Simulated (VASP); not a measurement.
## GaAs: relaxation of cell and atoms with PBE

GaAs:

```
CELL_PARAMETERS angstrom
0.00000 2.87509 2.87509
2.87509 0.00000 2.87509
2.87509 2.87509 0.00000
ATOMIC_POSITIONS crystal
Ga 0.00000 0.00000 0.00000
As 0.25000 0.25000 0.25000
```

| Quantity | Value |
| --- | --- |
| Program | VASP 6.6.1 |
| Task | relaxation of cell and atoms |
| Functional | PBE |
| Potentials or basis | VASP PAW PBE potentials, release 64 (Ga_d, As) |
| Cutoff | 600 eV |
| k mesh | 10 × 10 × 10 |
| Occupations | gaussian, width 0.05 eV |
| Spin | no spin polarisation |
| Dipole correction | no |
| Further INCAR settings | ALGO = Normal; EDIFF = 1e-06; IBRION = 2; EDIFFG = -0.005; NSW = 100; ISIF = 3 |

```yaml
Pressure_after_relaxing: 0.0 GPa
Band_gap_on_the_k_mesh: 0.14 eV, direct
```

Final structure:
```
Ga As
1.0
     0.00000    2.87509    2.87509
     2.87509    0.00000    2.87509
     2.87509    2.87509    0.00000
Ga As
1 1
Direct
  0.00000 0.00000 0.00000
  0.25000 0.25000 0.25000
```

Levels at points of the mesh, in eV from the valence-band top:
| k point | band 7 | band 8 | band 9 | band 10 | band 11 | band 12 |
| --- | --- | --- | --- | --- | --- | --- |
| (0.00, 0.00, 0.00) | 0.00 | 0.00 | 0.00 | 0.14 | 3.72 | 3.72 |
| (0.50, 0.00, 0.00) | -6.37 | -1.07 | -1.07 | 0.86 | 4.62 | 4.62 |
| (0.50, 0.50, 0.00) | -6.59 | -2.50 | -2.50 | 1.56 | 1.68 | 9.77 |

Wall time 55 s on 1 thread of AMD EPYC 7R13, with other jobs on the host, peak memory 0.17 GiB.

Caveat: the relaxation stopped at its first step, so nothing moved.
